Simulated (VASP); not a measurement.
A run of VASP 6.6.1:

INCAR

```
SYSTEM = BaTiO3
PREC = Accurate ; ENCUT = 520
EDIFF = 1E-8 ; ISMEAR = -1
SIGMA = 0.05 ; LREAL = .FALSE.
LASPH = .TRUE. ; NELM = 80
ALGO = Normal ; ISIF = 2
LWAVE = .FALSE. ; LCHARG = .FALSE.
GGA = PE ; LEFG = .TRUE.
NBANDS = 28
```

Contents of KPOINTS:

```
Automatic mesh
0
G
  9 9 9
  0 0 0
```

The input POSCAR:

```
BaTiO3
1.0
    2.7699444471      1.5992281722      2.2704176869
   -2.7699444471      1.5992281722      2.2704176869
    0.0000000000     -3.1984563444      2.2704176869
Ba Ti O
1 1 3
Direct
    0.0000000000      0.0000000000      0.0000000000
    0.5140000000      0.5140000000      0.5140000000
    0.4916000000      0.4916000000      0.9815000000
    0.4916000000      0.9815000000      0.4916000000
    0.9815000000      0.4916000000      0.4916000000
```

Potentials or basis: VASP PAW PBE potentials, release 64 (Ba_sv, Ti_sv, O).

Launch:

```sh
$ cat potpaw_PBE.64/Ba_sv/POTCAR potpaw_PBE.64/Ti_sv/POTCAR potpaw_PBE.64/O/POTCAR > POTCAR
$ mpirun -np 1 vasp_std > vasp.out
```

Hardware: 1 thread of Intel Xeon 8259CL (shared host).

Q: Estimate the wall time of this run.

A: It took 4.2 min on 1 thread of Intel Xeon 8259CL (shared host), peak memory 0.28 GiB. Counts: scf iterations 17, k points 85.
